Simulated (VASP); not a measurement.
# BaTiO3 in VASP: a series of runs, part 2 of 3

VASP 6.6.1.

## Step 4: Single point, PBE (volume scaled by 1.06, then relaxed in part)

File INCAR:

```
ALGO = Normal
EDIFF = 1E-7
ENCUT = 520
GGA = PE
ISIF = 2
ISMEAR = -1
LASPH = T
LCHARG = F
LREAL = F
LWAVE = F
NBANDS = 28
NELM = 60
PREC = Accurate
SIGMA = 0.02
```

File KPOINTS:

```
k-points
0
Gamma
  8 8 8
```

File POSCAR:

```
BaTiO3
1.0
    4.0845689666      0.0000000000      0.0000000000
    0.0000000000      4.0845689666      0.0000000000
    0.0000000000      0.0000000000      4.0845689666
Ba Ti O
1 1 3
Direct
    0.5000000000      0.5000000000      0.5000000000
    0.0000000000      0.0000000000      0.0000000000
    0.5000000000      0.0000000000      0.0000000000
    0.0000000000      0.5000000000      0.0000000000
    0.0000000000      0.0000000000      0.5000000000
```

Potentials or basis: VASP PAW PBE potentials, release 64 (Ba_sv, Ti_sv, O).

Launch:

```bash
> cat potpaw_PBE.64/Ba_sv/POTCAR potpaw_PBE.64/Ti_sv/POTCAR potpaw_PBE.64/O/POTCAR > POTCAR
> mpirun -np 1 vasp_std > vasp.out
```

OUTCAR:

```text
EDIFF = 1E-7
   ENCUT = 520
   GGA = PE
   ISIF = 2
   ISMEAR = -1
   LASPH = T
   LREAL = F
   NELM = 60
   PREC = Accurate

 ion  position               nearest neighbor table
   1  0.500  0.500  0.500-   3 2.89   4 2.89   5 2.89   3 2.89   4 2.89   3 2.89   5 2.89   3 2.89
                             4 2.89   5 2.89   4 2.89   5 2.89   2 3.54   2 3.54   2 3.54   2 3.54
   2  0.000  0.000  0.000-   3 2.04   4 2.04   5 2.04   5 2.04   4 2.04   3 2.04   1 3.54   1 3.54
                             1 3.54   1 3.54   1 3.54   1 3.54   1 3.54   1 3.54
   3  0.500  0.000  0.000-   2 2.04   2 2.04   1 2.89   1 2.89   1 2.89   1 2.89
   4  0.000  0.500  0.000-   2 2.04   2 2.04   1 2.89   1 2.89   1 2.89   1 2.89
   5  0.000  0.000  0.500-   2 2.04   2 2.04   1 2.89   1 2.89   1 2.89   1 2.89

  LATTYP: Found a simple cubic cell.
 ALAT       =     4.0845689666

  Lattice vectors:

 A1 = (   4.0845689666,   0.0000000000,   0.0000000000)
 A2 = (   0.0000000000,   4.0845689666,   0.0000000000)
 A3 = (   0.0000000000,   0.0000000000,   4.0845689666)

Analysis of symmetry for initial positions (statically):
=====================================================================
 Subroutine PRICEL returns:
 Original cell was already a primitive cell.

 Routine SETGRP: Setting up the symmetry group for a
 simple cubic supercell.

 Subroutine GETGRP returns: Found 48 space group operations
 (whereof 48 operations were pure point group operations)
 out of a pool of 48 trial point group operations.

The static configuration has the point symmetry O_h .

Analysis of symmetry for dynamics (positions and initial velocities):
=====================================================================
 Subroutine PRICEL returns:
 Original cell was already a primitive cell.

 Routine SETGRP: Setting up the symmetry group for a
 simple cubic supercell.

 Subroutine GETGRP returns: Found 48 space group operations
 (whereof 48 operations were pure point group operations)
 out of a pool of 48 trial point group operations.

The dynamic configuration has the point symmetry O_h .

 Subroutine INISYM returns: Found 48 space group operations
 (whereof 48 operations are pure point group operations),
 and found     1 'primitive' translations

----------------------------------------------------------------------------------------

                                     Primitive cell

  volume of cell :      68.1457

  direct lattice vectors                    reciprocal lattice vectors
     4.084568967  0.000000000  0.000000000     0.244823874  0.000000000  0.000000000
     0.000000000  4.084568967  0.000000000     0.000000000  0.244823874  0.000000000
     0.000000000  0.000000000  4.084568967     0.000000000  0.000000000  0.244823874

  length of vectors
     4.084568967  4.084568967  4.084568967     0.244823874  0.244823874  0.244823874

  position of ions in fractional coordinates (direct lattice)
     0.500000000  0.500000000  0.500000000
     0.000000000  0.000000000  0.000000000
     0.500000000  0.000000000  0.000000000
     0.000000000  0.500000000  0.000000000
     0.000000000  0.000000000  0.500000000

  ion indices of the primitive-cell ions
   primitive index   ion index
                 1           1
                 2           2
                 3           3
                 4           4
                 5           5

----------------------------------------------------------------------------------------

 KPOINTS: k-points

Automatic generation of k-mesh.
 Grid dimensions read from file:
 generate k-points for:    8    8    8

 Generating k-lattice:

  Cartesian coordinates                     Fractional coordinates (reciprocal lattice)
     0.030602984  0.000000000  0.000000000     0.125000000  0.000000000  0.000000000
     0.000000000  0.030602984  0.000000000     0.000000000  0.125000000  0.000000000
     0.000000000  0.000000000  0.030602984     0.000000000  0.000000000  0.125000000

  Length of vectors
     0.030602984  0.030602984  0.030602984

  Shift w.r.t. Gamma in fractional coordinates (k-lattice)
     0.000000000  0.000000000  0.000000000

 Subroutine IBZKPT returns following result:
 ===========================================

 Found     35 irreducible k-points:

 Following reciprocal coordinates:
            Coordinates               Weight
  0.000000  0.000000  0.000000      1.000000
  0.125000  0.000000  0.000000      6.000000
  0.250000  0.000000  0.000000      6.000000
  0.375000  0.000000  0.000000      6.000000
  0.500000  0.000000  0.000000      3.000000
  0.125000  0.125000  0.000000     12.000000
[... 16 lines left out ...]
  0.375000  0.375000  0.125000     24.000000
  0.500000  0.375000  0.125000     24.000000
 [... further k-points ...]
   k-points           NKPTS =     35   k-points in BZ     NKDIM =     35   number of bands    NBANDS=     28
   number of dos      NEDOS =    301   number of ions     NIONS =      5
   total plane-waves  NPLWV =  27000
   dimension x,y,z NGX =    30 NGY =   30 NGZ =   30
   dimension x,y,z NGXF=    60 NGYF=   60 NGZF=   60
   ions per type =               1   1   3
   NGX,Y,Z   is equivalent  to a cutoff of  12.21, 12.21, 12.21 a.u.
   NGXF,Y,Z  is equivalent  to a cutoff of  24.42, 24.42, 24.42 a.u.
 SYSTEM =  unknown system
   PREC   = accura    normal or accurate (medium, high low for compatibility)
   ISTART =      0    job   : 0-new  1-cont  2-samecut
   ICHARG =      2    charge: 1-file 2-atom 10-const
   ISPIN  =      1    spin polarized calculation?
   LNONCOLLINEAR =      F non collinear calculations
   LSORBIT =      F    spin-orbit coupling
   LASPH  =      T    aspherical Exc in radial PAW
   ENCUT  =  520.0 eV  38.22 Ry    6.18 a.u.   7.59  7.59  7.59*2*pi/ulx,y,z
   NELM   =     60;   NELMIN=  2; NELMDL= -5     # of ELM steps
   EDIFF  = 0.1E-06   stopping-criterion for ELM
   LREAL  =      F    real-space projection
   EDIFFG = 0.1E-05   stopping-criterion for IOM
   NSW    =      0    number of steps for IOM
   IBRION =     -1    ionic relax: 0-MD 1-quasi-New 2-CG
   NFREE  =      0    steps in history (QN), initial steepest desc. (CG)
   ISIF   =      2    stress and relaxation
   ISYM   =      2    0-nonsym 1-usesym 2-fastsym
   POTIM  = 0.5000    time-step for ionic-motion
   TEBEG  =    0.0;   TEEND  =   0.0 temperature during run
   PSTRESS=    0.0 pullay stress
   NELECT =      40.0000    total number of electrons
   NUPDOWN=      -1.0000    fix difference up-down
   EMIN   =  10.00;   EMAX   =-10.00  energy-range for DOS
   EFERMI =   0.00;   METHOD = LEGACY
   ISMEAR =    -1;   SIGMA  =   0.02  broadening in eV -4-tet -1-fermi 0-gaus
   EFERMI_NEDOS =   21; number of points for ismear=-14 and -15
   IALGO  =     38    algorithm
   IMIX   =      4    mixing-type and parameters
     AMIX     =   0.40;   BMIX     =  1.00
     AMIX_MAG =   1.60;   BMIX_MAG =  1.00
  volume/ion in A,a.u.               =      13.63        91.97
  Fermi-wavevector in a.u.,A,eV,Ry     =   1.370720  2.590284 25.563605  1.878872
  Thomas-Fermi vector in A             =   2.496481
   LORBIT       =      0    0 simple, 1 ext, 2 COOP (PROOUT), +10 PAW based schemes
   GGA     = PE    functional components
   LHFCALC =     F    Hartree Fock is set to
   AEXX    =    0.0000 exact exchange contribution
   IVDW    =     0    specifies the selected vdW correction
   LEPSILON=     F    determine dielectric tensor
   LRPA    =     F    only Hartree local field effects (RPA)
 non-spin polarized calculation
  energy-cutoff  :      520.00
  volume of cell :       68.15
 maximum number of plane-waves:      1856
   NGX = 15   NGY = 15   NGZ = 15

 number of electron      39.9999990 magnetization

 Free energy of the ion-electron system (eV)
  ---------------------------------------------------
  ext. energy  EPLUGINS =         0.00000000
  ---------------------------------------------------
  free energy    TOTEN  =       -39.94242960 eV

  energy without entropy =      -39.94242960  energy(sigma->0) =      -39.94242960

 E-fermi :   3.9672     XC(G=0): -10.9420

 val. band max:        3.3760555598   @ k =   0.5000   0.5000   0.5000
 cond. band min:       4.9987978943   @ k =   0.0000   0.0000   0.0000
 fundamental gap:      1.6227423346
 Fermi energy:         3.9672430363

 k-point     1 :       0.0000    0.0000    0.0000
  band No.  band energies     occupation
      1     -53.5106      2.00000
      2     -29.6916      2.00000
      3     -29.6916      2.00000
      4     -29.6916      2.00000
      5     -21.5919      2.00000
      6     -13.3713      2.00000
[... 733 lines left out ...]
     27      11.2537      0.00000
     28      11.9823      0.00000

 [... further k-points ...]
[... 5 lines left out ...]
  --------------------------------------------------------------------------------------
  -------------------------------------------------------------------------------------
  Total       -2.3949579     -2.3949579     -2.3949579      0.0000000      0.0000000     -0.0000000
  in kB      -56.3079568    -56.3079568    -56.3079568      0.0000000      0.0000000     -0.0000000
  external PRESSURE =     -56.3079568 kB  Pullay stress =       0.0000000 kB

 VOLUME and BASIS-vectors are now :
 -----------------------------------------------------------------------------
  energy-cutoff  :      520.00
  volume of cell :       68.15
      direct lattice vectors                 reciprocal lattice vectors
     4.084568967  0.000000000  0.000000000     0.244823874  0.000000000  0.000000000
     0.000000000  4.084568967  0.000000000     0.000000000  0.244823874  0.000000000
     0.000000000  0.000000000  4.084568967     0.000000000  0.000000000  0.244823874

 POSITION                                       TOTAL-FORCE (eV/Angst)
 -----------------------------------------------------------------------------------
      2.04228      2.04228      2.04228         0.000000      0.000000      0.000000
      0.00000      0.00000      0.00000         0.000000      0.000000      0.000000
      2.04228      0.00000      0.00000         0.000000      0.000000      0.000000
      0.00000      2.04228      0.00000         0.000000      0.000000      0.000000
      0.00000      0.00000      2.04228         0.000000      0.000000      0.000000
 -----------------------------------------------------------------------------------
    total drift:                                0.000000     -0.000000      0.000000

  FREE ENERGIE OF THE ION-ELECTRON SYSTEM (eV)
  ---------------------------------------------------
  free  energy   TOTEN  =       -39.9424295963 eV

  energy  without entropy=      -39.9424295963  energy(sigma->0) =      -39.94242960
```

stdout:

```text
POSCAR found type information on POSCAR BaTiO
 POSCAR found :  3 types and       5 ions
 scaLAPACK will be used
 LDA part: xc-table for (Slater+PW92), standard interpolation
 POSCAR, INCAR and KPOINTS ok, starting setup
 FFT: planning ... GRIDC
 FFT: planning ... GRID_SOFT
 FFT: planning ... GRID
 WAVECAR not read
 entering main loop
```

It took 63 s on 1 thread of Intel Xeon Platinum 8488C (Sapphire Rapids), shared host; peak memory 0.21 GiB.

What came out:

```
Free energy            : -39.9424 eV
Pressure               : -5.6 GPa
Band gap on the k mesh : 1.62 eV, indirect (least direct gap 1.82 eV)
```

Caveat: spin-orbit coupling is left out, which moves the levels of the heavy elements. A k mesh can miss the band edges.

(Part 2 of 3 ends here.)
